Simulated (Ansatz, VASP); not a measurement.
**One calculation of Si2Mo, two programs**

File INCAR:

```
PREC = Accurate ; ENCUT = 520
EDIFF = 1E-7 ; ISMEAR = 0
SIGMA = 0.05 ; LREAL = F
LASPH = T ; NELM = 80
ALGO = Normal ; ISIF = 2
LWAVE = F ; LCHARG = F
GGA = PS ; NBANDS = 18
```

The input KPOINTS:

```
Automatic mesh
0
Gamma
  14 14 14
```

The input POSCAR:

```
Si2Mo
1.0
   -1.6085189520      1.6085189520      3.9365666220
    1.6085189520     -1.6085189520      3.9365666220
    1.6085189520      1.6085189520     -3.9365666220
Si Mo
2 1
Direct
    0.3351149525      0.3351149525      0.0000000000
    0.6648850475      0.6648850475      0.0000000000
    0.0000000000      0.0000000000      0.0000000000
```

Input for Ansatz:

```yaml
crystal:
  lattice:
    - [-1.608518952, 1.608518952, 3.936566622]
    - [1.608518952, -1.608518952, 3.936566622]
    - [1.608518952, 1.608518952, -3.936566622]
  atoms:
    - { symbol: Si, position: [0.3351149525, 0.3351149525, 0.0] }
    - { symbol: Si, position: [0.6648850475, 0.6648850475, 0.0] }
    - { symbol: Mo, position: [0.0, 0.0, 0.0] }
basis:
  ecutwfc: 420
  ecutrho_ratio: 4
kpoints:
  mp_grid: { grid: [14, 14, 14] }
hamiltonian:
  xc: pbesol
scf:
  occupations: { method: gaussian, width: 0.05 }
output:
  forces: true
  stress: true
  eigenvalues: true
  populations: true
```

Alike in both runs: task single point; functional PBEsol; k mesh 14 × 14 × 14; occupations gaussian, width 0.05 eV; no spin polarisation.

```csv
,VASP,Ansatz
version,VASP 6.6.1,Ansatz 0.2.0
potentials or method,"VASP PAW PBE potentials, release 64 (Si, Mo_sv), cutoff 520 eV","scalar-relativistic, plane waves, PAW"
valence electrons in the cell,22,22
```

```csv
,VASP,Ansatz,Ansatz less VASP
gap on the k mesh at the Fermi level (eV),none,none,-
pressure (GPa),-4.6,-4.9,-0.35
rms of the force components (eV/Å),0.020,0.022,+0.0025
```

VASP's potentials were made for PBE, not for PBEsol. Atom by atom the forces differ by 0.003 eV/Å (rms over components). A gap of «none» marks a metal or a gap that the smearing closes.
